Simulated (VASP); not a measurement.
The system is Pt.

```xyz
1
Lattice="0.0000 1.9609 1.9609 1.9609 0.0000 1.9609 1.9609 1.9609 0.0000" Properties=species:S:1:pos:R:3 pbc="T T T"
Pt    0.0000    0.0000    0.0000
```

```yaml
Program: VASP 6.6.1
Task: relaxation of cell and atoms
Functional: BLYP
Potentials_or_basis: VASP PAW PBE potentials, release 64 (Pt)
Cutoff: 600 eV
k_mesh: 12 × 12 × 12
Occupations: fermi-dirac, width 0.05 eV
Spin: no spin polarisation
```

At the start: pressure 27.2 GPa; volume 15.08 Å³/atom.

Problem. Where does the relaxation end?

Solution. Over 5 steps the energy falls by 124.6 meV/atom and the volume is 16.72 Å³/atom (+10.9 %); space group Fm-3m (No. 225, to 0.05 Å).

The path:
```tsv
step	energy change (eV)	largest force (eV/Å)	pressure (GPa)	volume (Å³)
1	0.0000	0.0000	27.22	15.08
2	0.3427	0.0000	-24.17	21.39
3	-0.1236	0.0000	-1.88	16.89
4	-0.1246	0.0000	-0.38	16.75
5	-0.1246	0.0000	0.05	16.72
```

Final structure:
```xyz
1
Lattice="0.0000 2.0295 2.0295 2.0295 0.0000 2.0295 2.0295 2.0295 0.0000" Properties=species:S:1:pos:R:3 pbc="T T T"
Pt    0.0000    0.0000    0.0000
```

Caveat: the PAW data sets were made with another functional, which shifts forces and pressure a little; the volume moved by +11 % from the deposited cell, more than functionals usually miss.
